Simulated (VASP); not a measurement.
# Sn (C2/c) in VASP: a series of runs

Sn is run at these levels: r2SCAN; tasks: single point.

Everything below comes from runs of VASP 6.6.1. Logs are shortened: lines on timing, memory, paths and dates and some standing lists are left out, and cuts for length are marked.

## (1) The cell of the first run

Symmetry: C2/c, No. 15, monoclinic system. Conventional cell: a = 3.178 Å, b = 8.342 Å, c = 4.458 Å, α = 90.00°, β = 110.77°, γ = 90.00°. Sn (site symmetry 2) has 10 Sn at 3.05 to 3.79 Å within 4.0 Å.

## (2) Single point, r2SCAN

POSCAR

```
Sn
1.0
   -2.9482820713      2.9504023647      1.5888172584
    2.9504023647     -2.9482820713      1.5888172584
    2.9460530987      2.9460530987     -1.5849306448
Sn
2
Direct
    0.0000251473      0.9999748527      0.0000000000
    0.7499748527      0.2500251473      0.5000000000
```

INCAR.step1

```
SYSTEM = Sn
ALGO = Normal ; EDIFF = 1E-4
ENCUT = 520 ; GGA = PE
ISMEAR = 1 ; LASPH = .TRUE.
LCHARG = .FALSE. ; LREAL = .FALSE.
LWAVE = .TRUE. ; NBANDS = 21
NELM = 80 ; PREC = Accurate
SIGMA = 0.1
```

INCAR.step2

```
SYSTEM = Sn
ALGO = Normal ; EDIFF = 1E-6
ENCUT = 520 ; ISIF = 2
ISMEAR = 1 ; ISTART = 1
LASPH = .TRUE. ; LCHARG = .TRUE.
LELF = .TRUE. ; LMIXTAU = .TRUE.
LREAL = .FALSE. ; LVHAR = .TRUE.
LWAVE = .FALSE. ; METAGGA = R2SCAN
NBANDS = 21 ; NELM = 80
PREC = Accurate ; SIGMA = 0.1
```

KPOINTS

```
k-points
0
G
  11 11 8
  0 0 0
```

Potentials or basis: VASP PAW PBE potentials, release 64 (Sn_d).

Command:

```sh
> cat potpaw_PBE.64/Sn_d/POTCAR > POTCAR
> cp INCAR.step1 INCAR
> mpirun -np 1 vasp_std > vasp.out
> cp INCAR.step2 INCAR
> mpirun -np 1 vasp_std > vasp.out
```

OUTCAR:

```text
SYSTEM = Sn
   EDIFF = 1E-6
   ENCUT = 520
   ISIF = 2
   ISMEAR = 1
   ISTART = 1
   LASPH = .TRUE.
   LREAL = .FALSE.
   METAGGA = R2SCAN
   NELM = 80
   PREC = Accurate

 ion  position               nearest neighbor table
   1  0.000  1.000  0.000-   2 3.05   2 3.05   2 3.05   2 3.05
   2  0.750  0.250  0.500-   1 3.05   1 3.05   1 3.05   1 3.05

  LATTYP: Found a base centered monoclinic cell.
 ALAT       =     3.1776359316
 B/A-ratio  =     2.6252219289
 C/A-ratio  =     1.4028132337
 COS(beta)  =    -0.3546724370

  Lattice vectors:

 A1 = (  -2.9482820713,   2.9504023647,   1.5888172584)
 A2 = (   2.9504023647,  -2.9482820713,   1.5888172584)
 A3 = (   2.9460530987,   2.9460530987,  -1.5849306448)

Analysis of symmetry for initial positions (statically):
=====================================================================
 Subroutine PRICEL returns:
 Original cell was already a primitive cell.

 Routine SETGRP: Setting up the symmetry group for a
 base centered monoclinic supercell.

 Subroutine GETGRP returns: Found  4 space group operations
 (whereof  2 operations were pure point group operations)
 out of a pool of  4 trial point group operations.

The static configuration has the point symmetry C_2 .
 The point group associated with its full space group is C_2h.

Analysis of symmetry for dynamics (positions and initial velocities):
=====================================================================
 Subroutine PRICEL returns:
 Original cell was already a primitive cell.

 Routine SETGRP: Setting up the symmetry group for a
 base centered monoclinic supercell.

 Subroutine GETGRP returns: Found  4 space group operations
 (whereof  2 operations were pure point group operations)
 out of a pool of  4 trial point group operations.

The dynamic configuration has the point symmetry C_2 .
 The point group associated with its full space group is C_2h.

 Subroutine INISYM returns: Found  4 space group operations
 (whereof  2 operations are pure point group operations),
 and found     1 'primitive' translations

----------------------------------------------------------------------------------------

                                     Primitive cell

  volume of cell :      55.2402

  direct lattice vectors                    reciprocal lattice vectors
    -2.948282071  2.950402365  1.588817258    -0.000143327  0.169386000  0.314586574
     2.950402365 -2.948282071  1.588817258     0.169386000 -0.000143327  0.314586574
     2.946053099  2.946053099 -1.584930645     0.169657695  0.169657695 -0.000226410

  length of vectors
     4.463359897  4.463359897  4.457629737     0.357290288  0.357290288  0.239932320

  position of ions in fractional coordinates (direct lattice)
     0.000025147  0.999974853  1.000000000
     0.749974853  0.250025147  0.500000000

  ion indices of the primitive-cell ions
   primitive index   ion index
                 1           1
                 2           2

----------------------------------------------------------------------------------------

 KPOINTS: k-points

Automatic generation of k-mesh.
 Grid dimensions read from file:
 generate k-points for:   11   11    8

 Generating k-lattice:

  Cartesian coordinates                     Fractional coordinates (reciprocal lattice)
    -0.000013030  0.015398727  0.028598779     0.090909091 -0.000000000  0.000000000
     0.015398727 -0.000013030  0.028598779    -0.000000000  0.090909091  0.000000000
     0.021207212  0.021207212 -0.000028301    -0.000000000 -0.000000000  0.125000000

  Length of vectors
     0.032480935  0.032480935  0.029991540

  Shift w.r.t. Gamma in fractional coordinates (k-lattice)
     0.000000000  0.000000000  0.000000000

 Subroutine IBZKPT returns following result:
 ===========================================

 Found    270 irreducible k-points:

 Following reciprocal coordinates:
            Coordinates               Weight
  0.000000  0.000000  0.000000      1.000000
  0.090909 -0.000000  0.000000      4.000000
  0.181818 -0.000000  0.000000      4.000000
  0.272727 -0.000000  0.000000      4.000000
  0.363636 -0.000000  0.000000      4.000000
  0.454545  0.000000  0.000000      4.000000
[... 16 lines left out ...]
 -0.272727  0.181818 -0.000000      4.000000
 -0.181818  0.181818  0.000000      2.000000
 [... further k-points ...]
   k-points           NKPTS =    270   k-points in BZ     NKDIM =    270   number of bands    NBANDS=     21
   number of dos      NEDOS =    301   number of ions     NIONS =      2
   total plane-waves  NPLWV =  46656
   dimension x,y,z NGX =    36 NGY =   36 NGZ =   36
   dimension x,y,z NGXF=    72 NGYF=   72 NGZF=   72
   ions per type =               2
   NGX,Y,Z   is equivalent  to a cutoff of  13.41, 13.41, 13.43 a.u.
   NGXF,Y,Z  is equivalent  to a cutoff of  26.82, 26.82, 26.85 a.u.
 SYSTEM =  Sn
   PREC   = accura    normal or accurate (medium, high low for compatibility)
   ISTART =      1    job   : 0-new  1-cont  2-samecut
   ICHARG =      0    charge: 1-file 2-atom 10-const
   ISPIN  =      1    spin polarized calculation?
   LNONCOLLINEAR =      F non collinear calculations
   LSORBIT =      F    spin-orbit coupling
   LASPH  =      T    aspherical Exc in radial PAW
   ENCUT  =  520.0 eV  38.22 Ry    6.18 a.u.   8.30  8.30  8.29*2*pi/ulx,y,z
   NELM   =     80;   NELMIN=  2; NELMDL=  0     # of ELM steps
   EDIFF  = 0.1E-05   stopping-criterion for ELM
   LREAL  =      F    real-space projection
   EDIFFG = 0.1E-04   stopping-criterion for IOM
   NSW    =      0    number of steps for IOM
   IBRION =     -1    ionic relax: 0-MD 1-quasi-New 2-CG
   NFREE  =      0    steps in history (QN), initial steepest desc. (CG)
   ISIF   =      2    stress and relaxation
   ISYM   =      2    0-nonsym 1-usesym 2-fastsym
   POTIM  = 0.5000    time-step for ionic-motion
   TEBEG  =    0.0;   TEEND  =   0.0 temperature during run
   PSTRESS=    0.0 pullay stress
   NELECT =      28.0000    total number of electrons
   NUPDOWN=      -1.0000    fix difference up-down
   EMIN   =  10.00;   EMAX   =-10.00  energy-range for DOS
   EFERMI =   0.00;   METHOD = LEGACY
   ISMEAR =     1;   SIGMA  =   0.10  broadening in eV -4-tet -1-fermi 0-gaus
   EFERMI_NEDOS =   21; number of points for ismear=-14 and -15
   IALGO  =     38    algorithm
   IMIX   =      4    mixing-type and parameters
     AMIX     =   0.40;   BMIX     =  1.00
     AMIX_MAG =   1.60;   BMIX_MAG =  1.00
  volume/ion in A,a.u.               =      27.62       186.39
  Fermi-wavevector in a.u.,A,eV,Ry     =   1.305296  2.466652 23.181573  1.703798
  Thomas-Fermi vector in A             =   2.436174
   LORBIT       =      0    0 simple, 1 ext, 2 COOP (PROOUT), +10 PAW based schemes
   METAGGA = R2SCAN    functional components
   LHFCALC =     F    Hartree Fock is set to
   AEXX    =    0.0000 exact exchange contribution
   IVDW    =     0    specifies the selected vdW correction
   LEPSILON=     F    determine dielectric tensor
   LRPA    =     F    only Hartree local field effects (RPA)
 non-spin polarized calculation
 Methfessel and Paxton  Order N= 1 SIGMA  =   0.10
  energy-cutoff  :      520.00
  volume of cell :       55.24
 maximum number of plane-waves:      1505
 NGX is ok and might be reduce to    36
   NGX = 17   NGY = 17   NGZ = 17

 number of electron      27.9999990 magnetization

 Free energy of the ion-electron system (eV)
  ---------------------------------------------------
  ext. energy  EPLUGINS =         0.00000000
  ---------------------------------------------------
  free energy    TOTEN  =       -49.25210370 eV

  energy without entropy =      -49.25232039  energy(sigma->0) =      -49.25217593

 E-fermi :   7.6715     XC(G=0): -11.0346

 val. band max:        7.6561606589   @ k =   0.1818   0.0909   0.3750
 cond. band min:       7.6746994987   @ k =   0.1818   0.0909   0.0000
 fundamental gap:      0.0185388397
 Fermi energy:         7.6715373911

 k-point     1 :       0.0000    0.0000    0.0000
  band No.  band energies     occupation
      1     -14.6287      2.00000
      2     -14.5550      2.00000
      3     -14.5011      2.00000
      4     -14.4954      2.00000
      5     -14.3299      2.00000
      6     -14.3298      2.00000
[... 13 lines left out ...]
     20      17.8261      0.00000
     21      18.5599      0.00000

 k-point     2 :       0.0909   -0.0000    0.0000
  band No.  band energies     occupation
      1     -14.6235      2.00000
      2     -14.5367      2.00000
      3     -14.4894      2.00000
      4     -14.4795      2.00000
      5     -14.3428      2.00000
      6     -14.3408      2.00000
[... 13 lines left out ...]
     20      17.5209      0.00000
     21      17.7007      0.00000

 k-point     3 :       0.1818   -0.0000    0.0000
  band No.  band energies     occupation
      1     -14.6078      2.00000
      2     -14.4909      2.00000
      3     -14.4732      2.00000
      4     -14.4316      2.00000
      5     -14.3696      2.00000
      6     -14.3505      2.00000
[... 13 lines left out ...]
     20      16.1585      0.00000
     21      16.5776      0.00000

 k-point     4 :       0.2727   -0.0000    0.0000
  band No.  band energies     occupation
      1     -14.5862      2.00000
      2     -14.4539      2.00000
      3     -14.4497      2.00000
      4     -14.4158      2.00000
      5     -14.3973      2.00000
      6     -14.3547      2.00000
[... 13 lines left out ...]
     20      15.1811      0.00000
     21      16.8982      0.00000

 k-point     5 :       0.3636   -0.0000    0.0000
  band No.  band energies     occupation
      1     -14.5669      2.00000
      2     -14.4516      2.00000
      3     -14.4484      2.00000
      4     -14.4302      2.00000
      5     -14.4027      2.00000
      6     -14.3740      2.00000
[... 13 lines left out ...]
     20      15.2610      0.00000
     21      17.9212      0.00000

 k-point     6 :       0.4545    0.0000    0.0000
  band No.  band energies     occupation
      1     -14.5538      2.00000
      2     -14.4753      2.00000
      3     -14.4621      2.00000
      4     -14.4232      2.00000
      5     -14.3909      2.00000
      6     -14.3858      2.00000
[... 13 lines left out ...]
     20      17.2836      0.00000
     21      18.1593      0.00000

 k-point     7 :       0.0909    0.0909    0.0000
  band No.  band energies     occupation
      1     -14.6137      2.00000
      2     -14.4888      2.00000
      3     -14.4780      2.00000
      4     -14.4235      2.00000
      5     -14.3677      2.00000
      6     -14.3625      2.00000
[... 13 lines left out ...]
     20      16.0515      0.00000
     21      16.3042      0.00000
[... 291 lines left out ...]
      1     -14.5445      2.00000
      2     -14.4775      2.00000
      3     -14.4533      2.00000
      4     -14.4093      2.00000
      5     -14.3958      2.00000
      6     -14.3595      2.00000
[... 13 lines left out ...]
     20      16.7118      0.00000
     21      17.5022      0.00000

 k-point    21 :      -0.4545    0.1818   -0.0000
  band No.  band energies     occupation
      1     -14.5481      2.00000
      2     -14.4658      2.00000
      3     -14.4573      2.00000
      4     -14.4197      2.00000
      5     -14.3887      2.00000
      6     -14.3590      2.00000
[... 13 lines left out ...]
     20      16.5237      0.00000
     21      17.0932      0.00000

 k-point    22 :      -0.3636    0.1818   -0.0000
  band No.  band energies     occupation
      1     -14.5647      2.00000
      2     -14.5000      2.00000
      3     -14.4689      2.00000
      4     -14.4360      2.00000
      5     -14.3787      2.00000
      6     -14.3441      2.00000
[... 13 lines left out ...]
     20      16.7570      0.00000
     21      17.8424      0.00000

 k-point    23 :      -0.2727    0.1818   -0.0000
  band No.  band energies     occupation
      1     -14.5848      2.00000
      2     -14.5418      2.00000
      3     -14.5021      2.00000
      4     -14.4575      2.00000
      5     -14.3575      2.00000
      6     -14.3249      2.00000
[... 13 lines left out ...]
     20      18.2589      0.00000
     21      18.8619      0.00000

 k-point    24 :      -0.1818    0.1818    0.0000
  band No.  band energies     occupation
      1     -14.6010      2.00000
      2     -14.5584      2.00000
      3     -14.5152      2.00000
      4     -14.4729      2.00000
      5     -14.3440      2.00000
      6     -14.3182      2.00000
[... 13 lines left out ...]
     20      18.3545      0.00000
     21      18.6418      0.00000

 [... further k-points ...]

------------------------ aborting loop because EDIFF is reached ----------------------------------------

  FORCE on cell =-STRESS in cart. coord.  units (eV):
  Direction    XX          YY          ZZ          XY          YZ          ZX
  --------------------------------------------------------------------------------------
  -------------------------------------------------------------------------------------
  Total        0.0138461      0.0138461     -0.0424696     -0.0035056     -0.0263962     -0.0263962
  in kB        0.4015886      0.4015886     -1.2317814     -0.1016771     -0.7655907     -0.7655895
  external PRESSURE =      -0.1428680 kB  Pullay stress =       0.0000000 kB

 VOLUME and BASIS-vectors are now :
 -----------------------------------------------------------------------------
  energy-cutoff  :      520.00
  volume of cell :       55.24
      direct lattice vectors                 reciprocal lattice vectors
    -2.948282071  2.950402365  1.588817258    -0.000143327  0.169386000  0.314586574
     2.950402365 -2.948282071  1.588817258     0.169386000 -0.000143327  0.314586574
     2.946053099  2.946053099 -1.584930645     0.169657695  0.169657695 -0.000226410

 POSITION                                       TOTAL-FORCE (eV/Angst)
 -----------------------------------------------------------------------------------
      2.95025     -2.94813      1.58882        -0.003678      0.003678      0.000000
     -0.00044      2.94861      0.79635         0.003678     -0.003678     -0.000000
 -----------------------------------------------------------------------------------
    total drift:                               -0.000000      0.000000     -0.000000

  FREE ENERGIE OF THE ION-ELECTRON SYSTEM (eV)
  ---------------------------------------------------
  free  energy   TOTEN  =       -49.2521036968 eV

  energy  without entropy=      -49.2523203881  energy(sigma->0) =      -49.25217593
```

Run time: 29 min. Hardware: 1 thread of Oxide Virtual Turin-like, shared host; peak memory 0.36 GiB.

What came out:

```
Free energy            : -49.2521 eV
Pressure               : 0.0 GPa
Largest force          : 0.005 eV/Å
Band gap on the k mesh : zero (bands 14 and 15 overlap by 3.86 eV)
```

Forces in eV/Å, atoms in the order of the input:
```
Sn  -0.004  0.004  0.000
Sn   0.004 -0.004  0.000
```

Stress tensor (GPa, compression positive):
```
 0.04 -0.01 -0.08
-0.01  0.04 -0.08
-0.08 -0.08 -0.12
```

Caveat: the PAW data sets were made with another functional, which shifts forces and pressure a little; spin-orbit coupling is left out, which moves the levels of the heavy elements.

## (3) Single point, r2SCAN

POSCAR is that of step 2.

INCAR.step1

```
PREC = Accurate
ENCUT = 520
ISMEAR = 0
SIGMA = 0.03
LREAL = False
LASPH = True
NELM = 60
NBANDS = 21
GGA = PE
ALGO = Normal
EDIFF = 1E-4
LWAVE = True
LCHARG = False
```

INCAR.step2

```
PREC = Accurate
ENCUT = 520
EDIFF = 1E-6
ISMEAR = 0
SIGMA = 0.03
LREAL = False
LASPH = True
NELM = 60
ALGO = Normal
ISIF = 2
LWAVE = False
LCHARG = False
METAGGA = R2SCAN
LMIXTAU = True
NBANDS = 21
ISTART = 1
```

KPOINTS

```
Automatic mesh
0
Gamma
  11 11 8
```

Potentials or basis: VASP PAW PBE potentials, release 64 (Sn_d).

Command:

```sh
> cat potpaw_PBE.64/Sn_d/POTCAR > POTCAR
> cp INCAR.step1 INCAR
> mpirun -np 1 vasp_std > vasp.out
> cp INCAR.step2 INCAR
> mpirun -np 1 vasp_std > vasp.out
```

Run time: 47 min. Hardware: 1 thread of Oxide Virtual Turin-like, shared host; peak memory 0.36 GiB.

It converged, with:

```
Free energy            : -49.2524 eV
Pressure               : 0.0 GPa
Largest force          : 0.003 eV/Å
Band gap on the k mesh : zero (bands 14 and 15 overlap by 3.86 eV)
```

Forces on the atoms (eV/Å):
```
Sn  -0.002  0.002  0.000
Sn   0.002 -0.002  0.000
```

Stress tensor (GPa, compression positive):
```
-0.03 -0.03 -0.09
-0.03 -0.03 -0.09
-0.09 -0.09 -0.04
```

Levels at points of the mesh, in eV from the Fermi level:
```csv
k point,band 11,band 12,band 13,band 14,band 15,band 16,band 17,band 18
"(0.00, 0.00, 0.00)",-11.51,-3.80,-2.14,-2.12,3.37,6.39,6.40,7.30
"(0.00, 0.00, 0.50)",-9.21,-9.21,0.52,0.52,1.70,1.70,6.54,6.54
```

Caveat: the PAW data sets were made with another functional, which shifts forces and pressure a little; spin-orbit coupling is left out, which moves the levels of the heavy elements.

## (4) Single point, r2SCAN

POSCAR is that of step 3.

INCAR.step1

```
PREC     = Accurate       # precision mode
ENCUT    = 520            # plane-wave cutoff, eV
ISMEAR   = 0              # smearing method
SIGMA    = 0.1            # smearing width, eV
LREAL    = False          # projectors in reciprocal space
LASPH    = True           # aspherical terms in the spheres
NELM     = 80             # most SCF steps
NBANDS   = 21             # bands
GGA      = PE             # functional
ALGO     = Normal         # electronic algorithm
EDIFF    = 1E-4           # SCF threshold, eV
LWAVE    = True           # write WAVECAR
LCHARG   = False          # write CHGCAR
```

INCAR.step2

```
PREC     = Accurate       # precision mode
ENCUT    = 520            # plane-wave cutoff, eV
EDIFF    = 1E-6           # SCF threshold, eV
ISMEAR   = 0              # smearing method
SIGMA    = 0.1            # smearing width, eV
LREAL    = False          # projectors in reciprocal space
LASPH    = True           # aspherical terms in the spheres
NELM     = 80             # most SCF steps
ALGO     = Normal         # electronic algorithm
ISIF     = 2              # what is computed and relaxed
LWAVE    = False          # write WAVECAR
LCHARG   = True           # write CHGCAR
METAGGA  = R2SCAN         # meta-GGA
LMIXTAU  = True         
LELF     = True           # ELF
LVHAR    = True         
NBANDS   = 21             # bands
ISTART   = 1
```

KPOINTS is that of step 3.

Command:

```sh
> cat potpaw_PBE.64/Sn_d/POTCAR > POTCAR
> cp INCAR.step1 INCAR
> mpirun -np 1 vasp_std > vasp.out
> cp INCAR.step2 INCAR
> mpirun -np 1 vasp_std > vasp.out
```

It took 50 min on 1 thread of Oxide Virtual Turin-like, shared host; peak memory 0.36 GiB.

It converged, with:

- Free energy: -49.2539 eV
- Pressure: 0.0 GPa
- Largest force: 0.004 eV/Å
- Band gap on the k mesh: zero (bands 14 and 15 overlap by 3.86 eV)

Forces on the atoms (eV/Å):
```
Sn  -0.003  0.003  0.000
Sn   0.003 -0.003  0.000
```

Stress tensor (GPa, compression positive):
```
 0.03 -0.01 -0.04
-0.01  0.03 -0.04
-0.04 -0.04 -0.12
```

Levels at points of the mesh, in eV from the Fermi level:
```tsv
k point	band 10	band 11	band 12	band 13	band 14	band 15	band 16	band 17	band 18	band 19
(0.00, 0.00, 0.00)	-21.79	-11.50	-3.79	-2.12	-2.11	3.38	6.40	6.41	7.31	7.41
(0.00, 0.00, 0.50)	-21.92	-9.20	-9.20	0.53	0.53	1.71	1.71	6.55	6.55	10.14
```

Caveat: the PAW data sets were made with another functional, which shifts forces and pressure a little; spin-orbit coupling is left out, which moves the levels of the heavy elements.

## (5) Summary

```tsv
smearing	gap on the mesh (eV)	pressure (GPa)
methfessel-paxton 0.1 eV	none	0.0
gaussian 0.03 eV	none	0.0
gaussian 0.1 eV	none	0.0
```

Alike in all rows: task single point; level r2SCAN; potentials or basis VASP PAW PBE potentials, release 64 (Sn_d); no spin polarisation; cell as given; k mesh 11 × 11 × 8; cutoff (eV) 520.

Caveats: the PAW data sets were made with another functional, which shifts forces and pressure a little; spin-orbit coupling is left out, which moves the levels of the heavy elements.

Absolute energies hang on the potentials; compare differences alone.
